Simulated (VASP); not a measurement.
# Mg8Si4HO in VASP: further runs

Mg8Si4HO is run at these levels: PBEsol; tasks: single point.

Program: VASP 6.6.1. These are calculated values, not measurements. Logs are shortened: lines on timing, memory, paths and dates and some standing lists are left out, and cuts for length are marked.

## Step 1: The cell of the first run

The cell holds a slab with vacuum, 14 atoms: a = 6.391 Å, b = 6.391 Å, c = 15.793 Å, α = 90.00°, β = 90.00°, γ = 90.00°.

## Step 2: Single point, PBEsol

INCAR reads:

```
ALGO = Normal
EDIFF = 1E-6
ENCUT = 520
GGA = PS
ISIF = 2
ISMEAR = 0
LASPH = True
LCHARG = False
LREAL = False
LWAVE = False
NBANDS = 32
NELM = 80
PREC = Accurate
SIGMA = 0.1
```

KPOINTS reads:

```
k-points
0
Gamma
  3 3 1
```

POSCAR reads:

```
Mg8Si4HO
1.0
    6.3910000000      0.0000000000      0.0000000000
    0.0000000000      6.3910000000      0.0000000000
    0.0000000000      0.0000000000     15.7932500000
Mg Si O H
8 4 1 1
Direct
    0.2315750592      0.8631670472      0.3394413980
    0.4588870966      0.4582988732      0.2779186931
    0.2431167976      0.2439709908      0.1448658034
    0.2673298023      0.7717183686      0.1423579618
    0.7582291234      0.7579021401      0.1524508366
    0.7705738399      0.2662448061      0.1421359882
    0.8645347284      0.2302425743      0.3386024314
    0.7649227082      0.7645766319      0.3575482331
    0.0000000000      0.0000000000      0.0633182000
    0.0360423939      0.5429554326      0.2617704526
    0.5423358021      0.0352660451      0.2616394155
    0.5000000000      0.5000000000      0.0633182000
   -0.0164389943      0.9826819171      0.4059011744
    0.0019939142      1.0047743768      0.4666148176
```

Potentials or basis: VASP PAW PBE potentials, release 64 (Mg, Si, O, H).

Command:

```bash
$ cat potpaw_PBE.64/Mg/POTCAR potpaw_PBE.64/Si/POTCAR potpaw_PBE.64/O/POTCAR potpaw_PBE.64/H/POTCAR > POTCAR
$ mpirun -np 1 vasp_std > vasp.out
```

OUTCAR:

```text
EDIFF = 1E-6
   ENCUT = 520
   GGA = PS
   ISIF = 2
   ISMEAR = 0
   LASPH = True
   LREAL = False
   NELM = 80
   PREC = Accurate

 ion  position               nearest neighbor table
   1  0.232  0.863  0.339-  13 2.05  11 2.58  10 2.69   8 3.06   2 3.12   4 3.18   7 3.32   8 3.48

   2  0.459  0.458  0.278-  11 2.77  10 2.77   3 2.86   8 3.04   1 3.12   7 3.12   6 3.17   4 3.18
                             5 3.35
   3  0.243  0.244  0.145-   9 2.55  12 2.65   2 2.86  10 2.97  11 2.97   4 3.02   6 3.02   6 3.37
                             4 3.38
   4  0.267  0.772  0.142-   9 2.57  12 2.60  10 2.81   3 3.02  11 3.08   5 3.14   1 3.18   2 3.18
                             5 3.26   3 3.38
   5  0.758  0.758  0.152-   9 2.60  12 2.72  11 2.83  10 2.83   4 3.14   6 3.15   8 3.24   6 3.25
                             4 3.26   2 3.35
   6  0.771  0.266  0.142-   9 2.57  12 2.60  11 2.81   3 3.02  10 3.09   5 3.15   7 3.17   2 3.17
                             5 3.25   3 3.37
   7  0.865  0.230  0.339-  13 2.05  10 2.58  11 2.70   8 3.06   2 3.12   6 3.17   1 3.32   8 3.49
[... 6 lines left out ...]
  11  0.542  0.035  0.262-   1 2.58   7 2.70   8 2.70   2 2.77   6 2.81   5 2.83   3 2.97   4 3.08

  12  0.500  0.500  0.063-   6 2.60   4 2.60   3 2.65   5 2.72
  13  0.984  0.983  0.406-  14 0.98   1 2.05   7 2.05   8 2.12
  14  0.002  0.005  0.467-  13 0.98

  LATTYP: Found a simple tetragonal cell.
 ALAT       =     6.3910000000
 C/A-ratio  =     2.4711703959

  Lattice vectors:

 A1 = (   6.3910000000,   0.0000000000,   0.0000000000)
 A2 = (   0.0000000000,   6.3910000000,   0.0000000000)
 A3 = (   0.0000000000,   0.0000000000,  15.7932500000)

Analysis of symmetry for initial positions (statically):
=====================================================================
 Subroutine PRICEL returns:
 Original cell was already a primitive cell.

 Routine SETGRP: Setting up the symmetry group for a
 simple tetragonal supercell.

 Subroutine GETGRP returns: Found  1 space group operations
 (whereof  1 operations were pure point group operations)
 out of a pool of 16 trial point group operations.

The static configuration has the point symmetry C_1 .

Analysis of symmetry for dynamics (positions and initial velocities):
=====================================================================
 Subroutine PRICEL returns:
[... 125 lines left out ...]
   NUPDOWN=      -1.0000    fix difference up-down
   EMIN   =  10.00;   EMAX   =-10.00  energy-range for DOS
   EFERMI =   0.00;   METHOD = LEGACY
   ISMEAR =     0;   SIGMA  =   0.10  broadening in eV -4-tet -1-fermi 0-gaus
   EFERMI_NEDOS =   21; number of points for ismear=-14 and -15
   IALGO  =     38    algorithm
   IMIX   =      4    mixing-type and parameters
     AMIX     =   0.40;   BMIX     =  1.00
     AMIX_MAG =   1.60;   BMIX_MAG =  1.00
  volume/ion in A,a.u.               =      46.08       310.94
  Fermi-wavevector in a.u.,A,eV,Ry     =   0.642530  1.214205  5.617092  0.412845
  Thomas-Fermi vector in A             =   1.709230
   LORBIT       =      0    0 simple, 1 ext, 2 COOP (PROOUT), +10 PAW based schemes
   GGA     = PS    functional components
   LHFCALC =     F    Hartree Fock is set to
   AEXX    =    0.0000 exact exchange contribution
   IVDW    =     0    specifies the selected vdW correction
   LEPSILON=     F    determine dielectric tensor
   LRPA    =     F    only Hartree local field effects (RPA)
 non-spin polarized calculation
 Gauss-broadening in eV      SIGMA  =   0.10
  energy-cutoff  :      520.00
  volume of cell :      645.07
 maximum number of plane-waves:     17375
   NGX = 23   NGY = 23   NGZ = 59

 number of electron      39.0000007 magnetization

 Free energy of the ion-electron system (eV)
  ---------------------------------------------------
  ext. energy  EPLUGINS =         0.00000000
  ---------------------------------------------------
  free energy    TOTEN  =       -44.83121729 eV

  energy without entropy =      -44.79692646  energy(sigma->0) =      -44.81407187

 E-fermi :  -0.7116     XC(G=0):  -4.6681

 val. band max:       -0.8174746196   @ k =   0.3333   0.0000   0.0000
 cond. band min:      -0.6731531992   @ k =   0.0000   0.0000   0.0000
 fundamental gap:      0.1443214205
 Fermi energy:        -0.7115790891

 k-point     1 :       0.0000    0.0000    0.0000
  band No.  band energies     occupation
      1     -22.5978      2.00000
      2     -10.4249      2.00000
      3      -9.2976      2.00000
      4      -7.9598      2.00000
      5      -7.7881      2.00000
      6      -7.1556      2.00000
[... 159 lines left out ...]
     30       2.6157      0.00000
     31       2.7039      0.00000
 [bands above 31 left out]

------------------------ aborting loop because EDIFF is reached ----------------------------------------

  FORCE on cell =-STRESS in cart. coord.  units (eV):
  Direction    XX          YY          ZZ          XY          YZ          ZX
  --------------------------------------------------------------------------------------
  -------------------------------------------------------------------------------------
  Total        0.7688297      0.7870724     -0.2437904      0.6572964      0.0211615      0.0164265
  in kB        1.9095523      1.9548620     -0.6055055      1.6325358      0.0525591      0.0407986
  external PRESSURE =       1.0863029 kB  Pullay stress =       0.0000000 kB

 VOLUME and BASIS-vectors are now :
 -----------------------------------------------------------------------------
  energy-cutoff  :      520.00
  volume of cell :      645.07
      direct lattice vectors                 reciprocal lattice vectors
     6.391000000  0.000000000  0.000000000     0.156470036  0.000000000  0.000000000
     0.000000000  6.391000000  0.000000000     0.000000000  0.156470036  0.000000000
     0.000000000  0.000000000 15.793250000     0.000000000  0.000000000  0.063318190

 POSITION                                       TOTAL-FORCE (eV/Angst)
 -----------------------------------------------------------------------------------
      1.48000      5.51650      5.36088        -0.015027      0.000071      0.010379
      2.93275      2.92899      4.38924         0.002681      0.004279      0.007512
      1.55376      1.55922      2.28790        -0.007541     -0.001006     -0.000574
      1.70850      4.93205      2.24829        -0.008161      0.000263      0.013058
      4.84584      4.84375      2.40769         0.004408     -0.003339      0.016194
      4.92474      1.70157      2.24479         0.003703     -0.002210      0.010146
      5.52524      1.47148      5.34763         0.003870     -0.019222     -0.002498
      4.88862      4.88641      5.64685         0.007084      0.006351     -0.003581
      0.00000      0.00000      1.00000        -0.055229     -0.064200     -0.492815
      0.23035      3.47003      4.13421        -0.003833      0.002611     -0.011530
      3.46607      0.22539      4.13214         0.017487      0.003985     -0.003580
      3.19550      3.19550      1.00000         0.056887      0.064307      0.480902
      6.28594      6.28032      6.41050        -0.031783      0.002147     -0.121394
      0.01274      0.03051      7.36936         0.025455      0.005963      0.097781
 -----------------------------------------------------------------------------------
    total drift:                                0.000601      0.000892      0.000012

  FREE ENERGIE OF THE ION-ELECTRON SYSTEM (eV)
  ---------------------------------------------------
  free  energy   TOTEN  =       -44.8312172887 eV

  energy  without entropy=      -44.7969264568  energy(sigma->0) =      -44.81407187
```

stdout:

```text
POSCAR found type information on POSCAR MgSiO H
 POSCAR found :  4 types and      14 ions
 scaLAPACK will be used
 -----------------------------------------------------------------------------
|                                                                             |
|                                                                             |
|     You enforced a specific xc type in the INCAR file but a different       |
|     I HOPE YOU KNOW WHAT YOU ARE DOING!                                     |
|                                                                             |
 -----------------------------------------------------------------------------

 LDA part: xc-table for (Slater+PW92), standard interpolation
 POSCAR, INCAR and KPOINTS ok, starting setup
 FFT: planning ... GRIDC
 FFT: planning ... GRID_SOFT
 FFT: planning ... GRID
 WAVECAR not read
 entering main loop
```

Wall time 2.1 min (1 thread of Intel Xeon 6975P-C (Granite Rapids), shared host); peak memory 0.62 GiB.

Results:

```yaml
Free_energy: -44.8312 eV
Largest_force: 0.500 eV/Å
```

Forces in eV/Å, atoms in the order of the input:
```
Mg  -0.015  0.000  0.010
Mg   0.003  0.004  0.008
Mg  -0.008 -0.001 -0.001
Mg  -0.008  0.000  0.013
Mg   0.004 -0.003  0.016
Mg   0.004 -0.002  0.010
Mg   0.004 -0.019 -0.002
Mg   0.007  0.006 -0.004
Si  -0.055 -0.064 -0.493
Si  -0.004  0.003 -0.012
Si   0.017  0.004 -0.004
Si   0.057  0.064  0.481
O   -0.032  0.002 -0.121
H    0.025  0.006  0.098
```

Caveat: the PAW data sets were made with another functional, which shifts forces and pressure a little; an odd number of electrons without spin polarisation forces a metal; a magnetic or distorted state may lie lower.

## Step 3: Single point, PBEsol

INCAR reads:

```
PREC = Accurate
ENCUT = 520
EDIFF = 1E-7
ISMEAR = 0
SIGMA = 0.1
LREAL = F
LASPH = T
NELM = 80
ALGO = Normal
ISIF = 2
LWAVE = F
LCHARG = F
GGA = PS
NBANDS = 32
```

KPOINTS reads:

```
Automatic mesh
0
Gamma
  3 3 1
```

POSCAR reads:

```
Mg8Si4HO
1.0
    6.3910000000      0.0000000000      0.0000000000
    0.0000000000      6.3910000000      0.0000000000
    0.0000000000      0.0000000000     15.7932500000
Mg Si O H
8 4 1 1
Direct
    0.2315750274      0.8631671100      0.3394414069
    0.4588870286      0.4582988578      0.2779186678
    0.2431167266      0.2439710530      0.1448658129
    0.2673298388      0.7717183539      0.1423579694
    0.7582290721      0.7579022062      0.1524508255
    0.7705737756      0.2662448756      0.1421359758
    0.8645346581      0.2302425286      0.3386024409
    0.7649227038      0.7645765921      0.3575482564
    0.0000000000      0.0000000000      0.0633181897
    0.0360424034      0.5429554060      0.2617704399
    0.5423357847      0.0352659991      0.2616394346
    0.5000000000      0.5000000000      0.0633181897
   -0.0164390549      0.9826818964      0.4059011920
    0.0019938977      1.0047743702      0.4666148513
```

Potentials or basis: VASP PAW PBE potentials, release 64 (Mg, Si, O, H).

Command:

```bash
$ cat potpaw_PBE.64/Mg/POTCAR potpaw_PBE.64/Si/POTCAR potpaw_PBE.64/O/POTCAR potpaw_PBE.64/H/POTCAR > POTCAR
$ mpirun -np 1 vasp_std > vasp.out
```

It took 2.3 min on 1 thread of Intel Xeon 6975P-C (Granite Rapids), shared host; peak memory 0.62 GiB.

It converged, with:

```
Free energy   : -44.8312 eV
Largest force : 0.500 eV/Å
```

Forces on the atoms (eV/Å):
```
Mg  -0.015  0.000  0.010
Mg   0.003  0.004  0.008
Mg  -0.008 -0.001 -0.001
Mg  -0.008  0.000  0.013
Mg   0.004 -0.003  0.016
Mg   0.004 -0.002  0.010
Mg   0.004 -0.019 -0.002
Mg   0.007  0.006 -0.004
Si  -0.055 -0.064 -0.493
Si  -0.004  0.003 -0.012
Si   0.017  0.004 -0.004
Si   0.057  0.064  0.481
O   -0.032  0.002 -0.121
H    0.025  0.006  0.098
```

Levels at points of the mesh, in eV from the Fermi level:
| k point | band 15 | band 16 | band 17 | band 18 | band 19 | band 20 | band 21 | band 22 | band 23 | band 24 |
| --- | --- | --- | --- | --- | --- | --- | --- | --- | --- | --- |
| (0.00, 0.00, 0.00) | -1.72 | -1.53 | -1.45 | -0.73 | -0.15 | 0.04 | 0.18 | 0.50 | 0.92 | 1.21 |

Caveat: the PAW data sets were made with another functional, which shifts forces and pressure a little; an odd number of electrons without spin polarisation forces a metal; a magnetic or distorted state may lie lower.
